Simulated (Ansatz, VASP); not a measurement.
# One calculation of MgO, two programs

Contents of INCAR:

```
PREC     = Accurate       # precision mode
ENCUT    = 600            # plane-wave cutoff, eV
EDIFF    = 1E-7           # SCF threshold, eV
ISMEAR   = 0              # smearing method
SIGMA    = 0.02           # smearing width, eV
LREAL    = False          # projectors in reciprocal space
LASPH    = True           # aspherical terms in the spheres
NELM     = 120            # most SCF steps
ALGO     = Normal         # electronic algorithm
ISIF     = 3              # what is computed and relaxed
LWAVE    = False          # write WAVECAR
LCHARG   = False          # write CHGCAR
GGA      = PS             # functional
IBRION   = 2              # ionic algorithm
NSW      = 100            # ionic steps
EDIFFG   = -0.002         # ionic threshold
GGA_COMPAT= False        
NELMIN   = 4
```

KPOINTS

```
Automatic mesh
0
Gamma
  8 8 8
```

POSCAR

```
MgO
1.0
    0.0000000000      2.1245000000      2.1245000000
    2.1245000000      0.0000000000      2.1245000000
    2.1245000000      2.1245000000      0.0000000000
Mg O
1 1
Direct
    0.0000000000      0.0000000000      0.0000000000
    0.5000000000      0.5000000000      0.5000000000
```

Input for Ansatz:

```yaml
crystal:
  lattice:
    - [0.0, 2.1245, 2.1245]
    - [2.1245, 0.0, 2.1245]
    - [2.1245, 2.1245, 0.0]
  atoms:
    - { symbol: Mg, position: [0.0, 0.0, 0.0] }
    - { symbol: O, position: [0.5, 0.5, 0.5] }
basis:
  ecutwfc: 420
kpoints:
  mp_grid: { grid: [8, 8, 8] }
hamiltonian:
  xc: pbesol
  pseudopotentials: { kind: paw, azcp: { folder: soft_1 } }
scf:
  occupations: { method: gaussian, width: 0.02 }
output:
  forces: true
  stress: true
  eigenvalues: true
  write_density: true
  write_potential: true
  elf: true
  volumetric_format: npy
relax:
  adjacent_minimum: "off"
  f_tol: 0.002
  max_steps: 80
  cell: { stress_tol: 0.02 }
```

Alike in both runs: task relaxation of cell and atoms; functional PBEsol; k mesh 8 × 8 × 8; occupations gaussian, width 0.02 eV; no spin polarisation.

|  | VASP | Ansatz |
| --- | --- | --- |
| version | VASP 6.6.1 | Ansatz 0.2.0 |
| potentials or method | VASP PAW PBE potentials, release 64 (Mg, O), cutoff 600 eV | scalar-relativistic, plane waves, PAW |
| valence electrons in the cell | 8 | 16 |

```tsv
	VASP	Ansatz	Ansatz less VASP
gap on the k mesh at the Fermi level, each at its own relaxed structure (eV)	4.67	4.62	-0.046
relaxed volume (Å³/atom)	9.31	9.36	+0.048
relaxed cell length with the largest relative difference (Å)	2.975	2.980	+0.0051
```

VASP's potentials were made for PBE, not for PBEsol, and Ansatz warns of the same on its side. VASP's potentials hold 8 valence electrons a cell and Ansatz's 16, so a difference there can come from the potentials and not from the codes.
